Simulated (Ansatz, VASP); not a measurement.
**TaSi2: VASP beside Ansatz**

Contents of INCAR:

```
SYSTEM = TaSi2
PREC = Accurate ; ENCUT = 600
EDIFF = 1E-6 ; ISMEAR = 0
SIGMA = 0.1 ; LREAL = .False.
LASPH = .True. ; NELM = 60
ALGO = Normal ; ISIF = 3
LWAVE = .False. ; LCHARG = .False.
GGA = PE ; IBRION = 2
NSW = 100 ; EDIFFG = -0.01
```

KPOINTS

```
Automatic mesh
0
Gamma
  18 18 8
  0 0 0
```

The input POSCAR:

```
TaSi2
1.0
    2.9919449136      0.0000000000      0.0000000000
   -1.4959724568      2.5911003019      0.0000000000
    0.0000000000      0.0000000000      6.3477110547
Ta Si
1 2
Direct
    0.6666666667      0.3333333333      0.5000000000
    0.3333333333      0.6666666667      0.1832108807
    0.3333333333      0.6666666667      0.8167891193
```

Input for Ansatz:

```yaml
crystal:
  lattice:
    - [2.9919449136, 0.0, 0.0]
    - [-1.4959724568, 2.5911003019, 0.0]
    - [0.0, 0.0, 6.3477110547]
  atoms:
    - { symbol: Ta, position: [0.6666666667, 0.3333333333, 0.5] }
    - { symbol: Si, position: [0.3333333333, 0.6666666667, 0.1832108807] }
    - { symbol: Si, position: [0.3333333333, 0.6666666667, 0.8167891193] }
basis:
  ecutwfc: 420
kpoints:
  mp_grid: { grid: [18, 18, 8] }
hamiltonian:
  xc: pbe
scf:
  occupations: { method: gaussian, width: 0.1 }
output:
  forces: true
  stress: true
  eigenvalues: true
  write_density: true
  write_potential: true
  elf: true
  volumetric_format: npy
relax:
  adjacent_minimum: "off"
  f_tol: 0.01
  max_steps: 80
  cell: { stress_tol: 0.05 }
```

Alike in both runs: task relaxation of cell and atoms; functional PBE; k mesh 18 × 18 × 8; occupations gaussian, width 0.1 eV; no spin polarisation.

|  | VASP | Ansatz |
| --- | --- | --- |
| version | VASP 6.6.1 | Ansatz 0.2.0 |
| potentials or method | VASP PAW PBE potentials, release 64 (Ta_pv, Si), cutoff 600 eV | scalar-relativistic, plane waves, PAW |
| valence electrons in the cell | 19 | 21 |

```tsv
	VASP	Ansatz	Ansatz less VASP
gap on the k mesh at the Fermi level, each at its own relaxed structure (eV)	none	none	-
relaxed volume (Å³/atom)	16.41	16.40	-0.011
relaxed cell length with the largest relative difference (Å)	6.355	6.352	-0.0026
```

A gap of «none» marks a metal or a gap that the smearing closes. VASP's potentials hold 19 valence electrons a cell and Ansatz's 21, so a difference there can come from the potentials and not from the codes.

Neither program's run includes spin-orbit coupling.
